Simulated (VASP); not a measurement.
**Si8SbO15 (a cell with a defect): single point with PBE**

The system is Si8SbO15 (a cell with a defect).

```
Si Sb O
1.0
     0.00000    0.00000    7.31134
     4.95458   -4.95458    0.00000
     4.95458    4.95458   -7.31134
Si Sb O
8 1 15
Direct
  0.97653 0.01562 0.00620
  0.03654 0.97465 0.50843
  0.46416 0.50932 0.98520
  0.48484 0.49518 0.47496
  0.54529 0.75620 0.26562
  0.53036 0.73520 0.75932
  0.94653 0.25843 0.22465
  0.98531 0.22496 0.74518
  0.43121 0.05621 0.30621
  0.34843 0.92396 0.67684
  0.75237 0.42684 0.17396
  0.76303 0.38803 0.63803
  0.87797 0.77106 0.43484
  0.82869 0.80529 0.94991
  0.23097 0.36507 0.37681
  0.25802 0.34078 0.91244
  0.42651 0.69991 0.05529
  0.49521 0.66244 0.59078
  0.82794 0.18484 0.02106
  0.01091 0.12681 0.61507
  0.46782 0.56696 0.31491
  0.44302 0.56802 0.81802
  0.95433 0.07933 0.32933
  0.91405 0.06491 0.81696
```

```
Program                : VASP 6.6.1
Task                   : single point
Functional             : PBE
Potentials or basis    : VASP PAW PBE potentials, release 64 (Si, Sb, O)
Cutoff                 : 520 eV
k mesh                 : 4 × 4 × 4
Occupations            : fermi-dirac, width 0.01 eV
Spin                   : no spin polarisation
Dipole correction      : no
Charge                 : -1
Further INCAR settings : LREAL = Auto; ALGO = Normal; EDIFF = 1e-07; NBANDS = 82; NELECT = 128.0
```

* Largest force: 0.203 eV/Å

Forces in eV/Å, atoms in the order of the input:
```
Si  -0.084 -0.007 -0.006
Si   0.053 -0.017  0.021
Si  -0.002 -0.013 -0.009
Si   0.016  0.010 -0.012
Si  -0.084  0.007  0.006
Si  -0.002  0.013  0.009
Si   0.053  0.017 -0.021
Si   0.016 -0.010  0.012
Sb   0.203  0.000  0.000
O   -0.010 -0.012 -0.001
O   -0.010  0.012  0.001
O   -0.013  0.000  0.000
O   -0.018  0.027 -0.010
O    0.001  0.011 -0.007
O   -0.036  0.001  0.017
O   -0.007  0.000  0.005
O    0.001 -0.011  0.007
O   -0.007  0.000 -0.005
O   -0.018 -0.027  0.010
O   -0.036 -0.001 -0.017
O   -0.011 -0.005  0.002
O   -0.005  0.000  0.000
O    0.010  0.000  0.000
O   -0.011  0.005 -0.002
```

Levels at points of the mesh, in eV from the Fermi level:
| k point | band 60 | band 61 | band 62 | band 63 | band 64 | band 65 | band 66 | band 67 | band 68 | band 69 |
| --- | --- | --- | --- | --- | --- | --- | --- | --- | --- | --- |
| (0.00, 0.00, 0.00) | -4.08 | -4.02 | -2.42 | -1.84 | -0.24 | 1.99 | 3.19 | 3.23 | 3.87 | 4.32 |
| (0.50, 0.00, 0.00) | -4.16 | -4.00 | -2.51 | -2.00 | -0.52 | 2.83 | 3.59 | 3.67 | 3.95 | 4.22 |
| (0.00, 0.50, 0.00) | -4.11 | -4.09 | -2.53 | -2.00 | -0.37 | 3.02 | 3.24 | 3.32 | 3.70 | 3.97 |
| (0.50, 0.50, 0.00) | -4.07 | -3.98 | -2.53 | -2.13 | -0.68 | 3.22 | 3.57 | 3.80 | 3.93 | 4.45 |
| (0.50, 0.00, 0.50) | -4.20 | -4.19 | -2.54 | -1.84 | -0.41 | 3.02 | 3.14 | 3.22 | 3.68 | 3.91 |
| (0.00, 0.50, 0.50) | -4.28 | -4.14 | -2.61 | -2.13 | -0.52 | 3.11 | 3.42 | 3.47 | 4.23 | 4.35 |

Wall time 14 min on 1 thread of Intel(R) Xeon(R) 6975P-C (Granite Rapids) (shared host), peak memory 0.77 GiB.

Caveat: the cell carries a net charge on a neutralising background, which shifts energy and pressure; the cell is charged against a uniform background, so pressure and absolute levels hang on convention; spin-orbit coupling is left out, which moves the levels of the heavy elements.
